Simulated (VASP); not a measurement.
Here is a VASP 6.6.1 calculation.

INCAR

```
PREC = Accurate
ENCUT = 600
EDIFF = 1E-7
ISMEAR = 0
SIGMA = 0.02
LREAL = False
LASPH = True
NELM = 100
ALGO = Normal
ISIF = 3
LWAVE = False
LCHARG = False
GGA = PS
IBRION = 2
NSW = 100
EDIFFG = -0.005
```

The input KPOINTS:

```
regular mesh
0
Gamma
  9 9 6
```

Contents of POSCAR:

```
AlN
1.0
    3.1130000000      0.0000000000      0.0000000000
   -1.5565000000      2.6959370820      0.0000000000
    0.0000000000      0.0000000000      4.9810000000
Al N
2 2
Direct
    0.3333333333      0.6666666667      0.0000000000
    0.6666666667      0.3333333333      0.5000000000
    0.3333333333      0.6666666667      0.3800000000
    0.6666666667      0.3333333333      0.8800000000
```

Potentials or basis: VASP PAW PBE potentials, release 64 (Al, N).

Launch:

```sh
$ cat potpaw_PBE.64/Al/POTCAR potpaw_PBE.64/N/POTCAR > POTCAR
$ mpirun -np 1 vasp_std > vasp.out
```

(1) What does it give for the relaxed volume?

(2) Estimate the relaxed cell.

(3) What does it give for the band gap on the k mesh?

Results:

(1) 10.45 Å³/atom.

(2) a = 3.113 Å, b = 3.113 Å, c = 4.982 Å, α = 90.00°, β = 90.00°, γ = 120.00°.

(3) 4.12 eV, direct.

Caveat: the PAW data sets were made with another functional, which shifts forces and pressure a little.
